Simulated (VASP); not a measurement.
The system is CaS.

```xyz
2
Lattice="0.0000 2.8479 2.8479 2.8479 0.0000 2.8479 2.8479 2.8479 0.0000" Properties=species:S:1:pos:R:3 pbc="T T T"
Ca    0.0000    0.0000    0.0000
S     2.8479    2.8479    2.8479
```

Program: VASP 6.6.1. Alike in all runs: task single point; no spin polarisation; cell as given; smearing gaussian 0.01 eV.

Question: Order these runs on this cell by their band gap on the k mesh, lowest first.
A. level HSE06; potentials or basis VASP PAW PBE potentials, release 64 (Ca_sv, S); k mesh 4 × 4 × 4; cutoff (eV) 400; grid for exact exchange (PRECFOCK) Normal; share of exact exchange 0.25; screening parameter 0.2079 1/Å
B. level r2SCAN; potentials or basis VASP PAW PBE potentials, release 64 (Ca_sv, S); k mesh 4 × 4 × 4; cutoff (eV) 550
C. level LDA; potentials or basis VASP PAW LDA potentials, release 64 (Ca_sv, S); k mesh 4 × 4 × 4; cutoff (eV) 500
D. level PBE; potentials or basis VASP PAW PBE potentials, release 64 (Ca_sv, S); k mesh 6 × 6 × 6; cutoff (eV) 500

Answer: C (2.13 eV), D (2.36 eV), B (2.80 eV), A (3.40 eV).

Caveats: some runs use coarse meshes.

A k mesh can miss the band edges.
